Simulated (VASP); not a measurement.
# CsCdCl3 (P4/mmm) in VASP: further runs, part 2 of 2

VASP 6.6.1.

## Step 4: Single point, LDA (strain along c alone, the other axes held: +6.0 %)

File INCAR:

```
SYSTEM = CsCdCl3
PREC     = Accurate       ! precision mode
ENCUT    = 520            ! plane-wave cutoff, eV
EDIFF    = 1E-7           ! SCF threshold, eV
ISMEAR   = 0              ! smearing method
SIGMA    = 0.02           ! smearing width, eV
LREAL    = .FALSE.        ! projectors in reciprocal space
LASPH    = .TRUE.         ! aspherical terms in the spheres
NELM     = 80             ! most SCF steps
ALGO     = Normal         ! electronic algorithm
ISIF     = 2              ! what is computed and relaxed
LWAVE    = .FALSE.        ! write WAVECAR
LCHARG   = .FALSE.        ! write CHGCAR
NBANDS   = 29             ! bands
```

File KPOINTS:

```
regular mesh
0
G
  6 6 6
  0 0 0
```

File POSCAR:

```
CsCdCl3
1.0
    5.1121726469      0.0000000000      0.0000000000
    0.0000000000      5.1121726469      0.0000000000
    0.0000000000      0.0000000000      5.4189030057
Cs Cd Cl
1 1 3
Direct
    0.0000000000      0.0000000000      0.0000000000
    0.5000000000      0.5000000000      0.5000000000
    0.0000000000      0.5000000000      0.5000000000
    0.5000000000      0.0000000000      0.5000000000
    0.5000000000      0.5000000000      0.0000000000
```

Potentials or basis: VASP PAW LDA potentials, release 64 (Cs_sv, Cd, Cl).

The run is started by

```sh
> cat potpaw_LDA.64/Cs_sv/POTCAR potpaw_LDA.64/Cd/POTCAR potpaw_LDA.64/Cl/POTCAR > POTCAR
> mpirun -np 1 vasp_std > vasp.out
```

OUTCAR:

```text
SYSTEM = CsCdCl3
   PREC = Accurate
   ENCUT = 520
   EDIFF = 1E-7
   ISMEAR = 0
   LREAL = .FALSE.
   LASPH = .TRUE.
   NELM = 80
   ISIF = 2

 ion  position               nearest neighbor table
   1  0.000  0.000  0.000-
   2  0.500  0.500  0.500-   3 2.56   4 2.56   4 2.56   3 2.56   5 2.71   5 2.71
   3  0.000  0.500  0.500-   2 2.56   2 2.56
   4  0.500  0.000  0.500-   2 2.56   2 2.56
   5  0.500  0.500  0.000-   2 2.71   2 2.71

  LATTYP: Found a simple tetragonal cell.
 ALAT       =     5.1121726469
 C/A-ratio  =     1.0600000000

  Lattice vectors:

 A1 = (   5.1121726469,   0.0000000000,   0.0000000000)
 A2 = (   0.0000000000,   5.1121726469,   0.0000000000)
 A3 = (   0.0000000000,   0.0000000000,   5.4189030057)

Analysis of symmetry for initial positions (statically):
=====================================================================
 Subroutine PRICEL returns:
 Original cell was already a primitive cell.

 Routine SETGRP: Setting up the symmetry group for a
 simple tetragonal supercell.

 Subroutine GETGRP returns: Found 16 space group operations
 (whereof 16 operations were pure point group operations)
 out of a pool of 16 trial point group operations.

The static configuration has the point symmetry D_4h.

Analysis of symmetry for dynamics (positions and initial velocities):
=====================================================================
 Subroutine PRICEL returns:
 Original cell was already a primitive cell.

 Routine SETGRP: Setting up the symmetry group for a
 simple tetragonal supercell.

 Subroutine GETGRP returns: Found 16 space group operations
 (whereof 16 operations were pure point group operations)
 out of a pool of 16 trial point group operations.

The dynamic configuration has the point symmetry D_4h.

 Subroutine INISYM returns: Found 16 space group operations
 (whereof 16 operations are pure point group operations),
 and found     1 'primitive' translations

----------------------------------------------------------------------------------------

                                     Primitive cell

  volume of cell :     141.6193

  direct lattice vectors                    reciprocal lattice vectors
     5.112172647  0.000000000  0.000000000     0.195611547  0.000000000  0.000000000
     0.000000000  5.112172647  0.000000000     0.000000000  0.195611547  0.000000000
     0.000000000  0.000000000  5.418903006     0.000000000  0.000000000  0.184539195

  length of vectors
     5.112172647  5.112172647  5.418903006     0.195611547  0.195611547  0.184539195

  position of ions in fractional coordinates (direct lattice)
     0.000000000  0.000000000  0.000000000
     0.500000000  0.500000000  0.500000000
     0.000000000  0.500000000  0.500000000
     0.500000000  0.000000000  0.500000000
     0.500000000  0.500000000  0.000000000

  ion indices of the primitive-cell ions
   primitive index   ion index
                 1           1
                 2           2
                 3           3
                 4           4
                 5           5

----------------------------------------------------------------------------------------
[... 24 lines left out ...]

 Following reciprocal coordinates:
            Coordinates               Weight
  0.000000  0.000000  0.000000      1.000000
  0.166667  0.000000  0.000000      4.000000
  0.333333  0.000000  0.000000      4.000000
  0.500000  0.000000  0.000000      2.000000
  0.166667  0.166667  0.000000      4.000000
  0.333333  0.166667  0.000000      8.000000
[... 16 lines left out ...]
  0.333333  0.000000  0.333333      8.000000
  0.500000  0.000000  0.333333      4.000000
 [... further k-points ...]
   k-points           NKPTS =     40   k-points in BZ     NKDIM =     40   number of bands    NBANDS=     29
   number of dos      NEDOS =    301   number of ions     NIONS =      5
   total plane-waves  NPLWV =  64000
   dimension x,y,z NGX =    40 NGY =   40 NGZ =   40
   dimension x,y,z NGXF=    80 NGYF=   80 NGZF=   80
   ions per type =               1   1   3
   NGX,Y,Z   is equivalent  to a cutoff of  13.01, 13.01, 12.27 a.u.
   NGXF,Y,Z  is equivalent  to a cutoff of  26.02, 26.02, 24.54 a.u.
 SYSTEM =  CsCdCl3
   PREC   = accura    normal or accurate (medium, high low for compatibility)
   ISTART =      0    job   : 0-new  1-cont  2-samecut
   ICHARG =      2    charge: 1-file 2-atom 10-const
   ISPIN  =      1    spin polarized calculation?
   LNONCOLLINEAR =      F non collinear calculations
   LSORBIT =      F    spin-orbit coupling
   LASPH  =      T    aspherical Exc in radial PAW
   ENCUT  =  520.0 eV  38.22 Ry    6.18 a.u.   9.51  9.51 10.08*2*pi/ulx,y,z
   NELM   =     80;   NELMIN=  2; NELMDL= -5     # of ELM steps
   EDIFF  = 0.1E-06   stopping-criterion for ELM
   LREAL  =      F    real-space projection
   EDIFFG = 0.1E-05   stopping-criterion for IOM
   NSW    =      0    number of steps for IOM
   IBRION =     -1    ionic relax: 0-MD 1-quasi-New 2-CG
   NFREE  =      0    steps in history (QN), initial steepest desc. (CG)
   ISIF   =      2    stress and relaxation
   ISYM   =      2    0-nonsym 1-usesym 2-fastsym
   POTIM  = 0.5000    time-step for ionic-motion
   TEBEG  =    0.0;   TEEND  =   0.0 temperature during run
   PSTRESS=    0.0 pullay stress
   NELECT =      42.0000    total number of electrons
   NUPDOWN=      -1.0000    fix difference up-down
   EMIN   =  10.00;   EMAX   =-10.00  energy-range for DOS
   EFERMI =   0.00;   METHOD = LEGACY
   ISMEAR =     0;   SIGMA  =   0.02  broadening in eV -4-tet -1-fermi 0-gaus
   EFERMI_NEDOS =   21; number of points for ismear=-14 and -15
   IALGO  =     38    algorithm
   IMIX   =      4    mixing-type and parameters
     AMIX     =   0.40;   BMIX     =  1.00
     AMIX_MAG =   1.60;   BMIX_MAG =  1.00
  volume/ion in A,a.u.               =      28.32       191.14
  Fermi-wavevector in a.u.,A,eV,Ry     =   1.091735  2.063079 16.216576  1.191885
  Thomas-Fermi vector in A             =   2.227986
   LORBIT       =      0    0 simple, 1 ext, 2 COOP (PROOUT), +10 PAW based schemes
   GGA     = CA    functional components
   LHFCALC =     F    Hartree Fock is set to
   AEXX    =    0.0000 exact exchange contribution
   IVDW    =     0    specifies the selected vdW correction
   LEPSILON=     F    determine dielectric tensor
   LRPA    =     F    only Hartree local field effects (RPA)
 non-spin polarized calculation
 Gauss-broadening in eV      SIGMA  =   0.02
  energy-cutoff  :      520.00
  volume of cell :      141.62
 maximum number of plane-waves:      3857
 NGX is ok and might be reduce to    40
   NGX = 19   NGY = 19   NGZ = 21

 number of electron      41.9999998 magnetization

 Free energy of the ion-electron system (eV)
  ---------------------------------------------------
  ext. energy  EPLUGINS =         0.00000000
  ---------------------------------------------------
  free energy    TOTEN  =       -16.75732473 eV

  energy without entropy =      -16.75732473  energy(sigma->0) =      -16.75732473

 E-fermi :   0.1208     XC(G=0):  -9.1061

 val. band max:       -0.0390004713   @ k =   0.5000   0.5000   0.5000
 cond. band min:       1.3835996894   @ k =   0.0000   0.0000   0.0000
 fundamental gap:      1.4226001607
 Fermi energy:         0.1208082061

 k-point     1 :       0.0000    0.0000    0.0000
  band No.  band energies     occupation
      1     -19.0860      2.00000
      2     -13.7515      2.00000
      3     -13.2505      2.00000
      4     -12.9617      2.00000
      5      -6.7510      2.00000
      6      -6.7215      2.00000
[... 757 lines left out ...]
     28       8.3207      0.00000
     29       8.8207      0.00000

 [... further k-points ...]

------------------------ aborting loop because EDIFF is reached ----------------------------------------

  FORCE on cell =-STRESS in cart. coord.  units (eV):
  Direction    XX          YY          ZZ          XY          YZ          ZX
  --------------------------------------------------------------------------------------
  -------------------------------------------------------------------------------------
  Total       -0.8663461     -0.8663461     -2.8489832      0.0000000      0.0000000      0.0000000
  in kB       -9.8012081     -9.8012081    -32.2313179      0.0000000      0.0000000      0.0000000
  external PRESSURE =     -17.2779113 kB  Pullay stress =       0.0000000 kB

 VOLUME and BASIS-vectors are now :
 -----------------------------------------------------------------------------
  energy-cutoff  :      520.00
  volume of cell :      141.62
      direct lattice vectors                 reciprocal lattice vectors
     5.112172647  0.000000000  0.000000000     0.195611547  0.000000000  0.000000000
     0.000000000  5.112172647  0.000000000     0.000000000  0.195611547  0.000000000
     0.000000000  0.000000000  5.418903006     0.000000000  0.000000000  0.184539195

 POSITION                                       TOTAL-FORCE (eV/Angst)
 -----------------------------------------------------------------------------------
      0.00000      0.00000      0.00000         0.000000      0.000000      0.000000
      2.55609      2.55609      2.70945         0.000000      0.000000      0.000000
      0.00000      2.55609      2.70945         0.000000      0.000000      0.000000
      2.55609      0.00000      2.70945         0.000000      0.000000      0.000000
      2.55609      2.55609      0.00000         0.000000      0.000000      0.000000
 -----------------------------------------------------------------------------------
    total drift:                                0.000000      0.000000     -0.000000

  FREE ENERGIE OF THE ION-ELECTRON SYSTEM (eV)
  ---------------------------------------------------
  free  energy   TOTEN  =       -16.7573247334 eV

  energy  without entropy=      -16.7573247334  energy(sigma->0) =      -16.75732473
```

Wall time 2.5 min (1 thread of Oxide Virtual Turin-like, shared host); peak memory 0.27 GiB.

Results:

| Item | Value |
| --- | --- |
| Free energy | -16.7573 eV |
| Pressure | -1.7 GPa |
| Band gap on the k mesh | 1.42 eV (least direct gap 2.09 eV) |

Stress tensor (GPa, compression positive):
```
-0.98  0.00  0.00
 0.00 -0.98  0.00
 0.00  0.00 -3.22
```

Levels at points of the mesh, in eV from the valence-band top:
| k point | band 19 | band 20 | band 21 | band 22 | band 23 | band 24 |
| --- | --- | --- | --- | --- | --- | --- |
| (0.00, 0.00, 0.00) | -0.68 | -0.67 | -0.67 | 1.42 | 5.45 | 5.69 |
| (0.50, 0.00, 0.00) | -1.07 | -0.94 | -0.93 | 4.35 | 6.85 | 7.26 |
| (0.50, 0.50, 0.00) | -0.96 | -0.36 | -0.01 | 6.21 | 7.00 | 7.00 |
| (0.00, 0.00, 0.50) | -0.96 | -0.87 | -0.87 | 3.74 | 6.68 | 6.81 |
| (0.50, 0.00, 0.50) | -1.12 | -0.43 | -0.20 | 5.80 | 6.62 | 7.19 |
| (0.50, 0.50, 0.50) | -0.34 | -0.23 | 0.00 | 5.32 | 5.64 | 5.64 |

Caveat: the cell differs from its parent crystal (strain along c alone, the other axes held: +6.0 %); spin-orbit coupling is left out, which moves the levels of the heavy elements. A k mesh can miss the band edges.

## Step 5: Single point, LDA

This run uses another cell than the first one, of 28.32 Å³/atom.

File INCAR:

```
SYSTEM = CsCdCl3
ALGO     = Normal         ! electronic algorithm
EDIFF    = 1E-6           ! SCF threshold, eV
ENCUT    = 520            ! plane-wave cutoff, eV
GGA      = CA             ! functional
ISIF     = 2              ! what is computed and relaxed
ISMEAR   = 0              ! smearing method
LASPH    = .TRUE.         ! aspherical terms in the spheres
LCHARG   = .FALSE.        ! write CHGCAR
LREAL    = .FALSE.        ! projectors in reciprocal space
LWAVE    = .FALSE.        ! write WAVECAR
NBANDS   = 29             ! bands
NELM     = 100            ! most SCF steps
PREC     = Accurate       ! precision mode
SIGMA    = 0.02           ! smearing width, eV
```

File KPOINTS:

```
k-points
0
G
  6 6 6
  0 0 0
```

POSCAR is that of step 4.

Potentials or basis: VASP PAW LDA potentials, release 64 (Cs_sv, Cd, Cl).

The run is started by

```sh
> cat potpaw_LDA.64/Cs_sv/POTCAR potpaw_LDA.64/Cd/POTCAR potpaw_LDA.64/Cl/POTCAR > POTCAR
> mpirun -np 1 vasp_std > vasp.out
```

OUTCAR:

```text
SYSTEM = CsCdCl3
   EDIFF = 1E-6
   ENCUT = 520
   GGA = CA
   ISIF = 2
   ISMEAR = 0
   LASPH = .TRUE.
   LREAL = .FALSE.
   NELM = 100
   PREC = Accurate

 ion  position               nearest neighbor table
   1  0.000  0.000  0.000-
   2  0.500  0.500  0.500-   3 2.56   4 2.56   4 2.56   3 2.56   5 2.71   5 2.71
   3  0.000  0.500  0.500-   2 2.56   2 2.56
   4  0.500  0.000  0.500-   2 2.56   2 2.56
   5  0.500  0.500  0.000-   2 2.71   2 2.71

  LATTYP: Found a simple tetragonal cell.
[... 971 lines left out ...]
  --------------------------------------------------------------------------------------
  -------------------------------------------------------------------------------------
  Total       -0.8617682     -0.8617682     -2.8444487      0.0000000     -0.0000000      0.0000000
  in kB       -9.7494166     -9.7494166    -32.1800186      0.0000000     -0.0000000      0.0000000
  external PRESSURE =     -17.2262839 kB  Pullay stress =       0.0000000 kB

 VOLUME and BASIS-vectors are now :
 -----------------------------------------------------------------------------
  energy-cutoff  :      520.00
  volume of cell :      141.62
      direct lattice vectors                 reciprocal lattice vectors
     5.112172647  0.000000000  0.000000000     0.195611547  0.000000000  0.000000000
     0.000000000  5.112172647  0.000000000     0.000000000  0.195611547  0.000000000
     0.000000000  0.000000000  5.418903006     0.000000000  0.000000000  0.184539195

 POSITION                                       TOTAL-FORCE (eV/Angst)
 -----------------------------------------------------------------------------------
      0.00000      0.00000      0.00000         0.000000      0.000000      0.000000
      2.55609      2.55609      2.70945         0.000000      0.000000      0.000000
      0.00000      2.55609      2.70945         0.000000      0.000000      0.000000
      2.55609      0.00000      2.70945         0.000000      0.000000      0.000000
      2.55609      2.55609      0.00000         0.000000      0.000000      0.000000
 -----------------------------------------------------------------------------------
    total drift:                                0.000000      0.000000     -0.000000

  FREE ENERGIE OF THE ION-ELECTRON SYSTEM (eV)
  ---------------------------------------------------
  free  energy   TOTEN  =       -16.7573247290 eV

  energy  without entropy=      -16.7573247290  energy(sigma->0) =      -16.75732473
```

OSZICAR:

```text
N       E                     dE             d eps       ncg     rms          rms(c)
DAV:   1     0.297070643305E+03    0.29707E+03   -0.19806E+04  2320   0.130E+03
DAV:   2     0.528087991683E+01   -0.29179E+03   -0.28291E+03  2898   0.276E+02
DAV:   3    -0.175258157973E+02   -0.22807E+02   -0.22729E+02  2794   0.798E+01
DAV:   4    -0.177947934819E+02   -0.26898E+00   -0.26880E+00  2959   0.971E+00
DAV:   5    -0.177986282891E+02   -0.38348E-02   -0.38345E-02  2881   0.115E+00    0.854E+00
DAV:   6    -0.168922152841E+02    0.90641E+00   -0.16765E+00  3046   0.139E+01    0.713E+00
DAV:   7    -0.167705274955E+02    0.12169E+00   -0.54755E-01  2758   0.566E+00    0.372E+00
DAV:   8    -0.167604602406E+02    0.10067E-01   -0.17354E-01  2869   0.342E+00    0.873E-01
DAV:   9    -0.167574246818E+02    0.30356E-02   -0.21863E-02  2777   0.154E+00    0.218E-01
DAV:  10    -0.167573277446E+02    0.96937E-04   -0.20216E-03  2940   0.289E-01    0.466E-02
DAV:  11    -0.167573259276E+02    0.18170E-05   -0.14616E-04  2727   0.994E-02    0.305E-02
DAV:  12    -0.167573248526E+02    0.10750E-05   -0.19038E-05  2972   0.268E-02    0.401E-03
DAV:  13    -0.167573247290E+02    0.12353E-06   -0.10890E-06  1944   0.751E-03
   1 F= -.16757325E+02 E0= -.16757325E+02  d E =-.187009E-31
```

It took 2.5 min on 1 thread of Oxide Virtual Turin-like, shared host; peak memory 0.26 GiB.

What came out:

| Item | Value |
| --- | --- |
| Free energy | -16.7573 eV |
| Pressure | -1.7 GPa |
| Band gap on the k mesh | 1.42 eV (least direct gap 2.09 eV) |

Caveat: spin-orbit coupling is left out, which moves the levels of the heavy elements. A k mesh can miss the band edges.
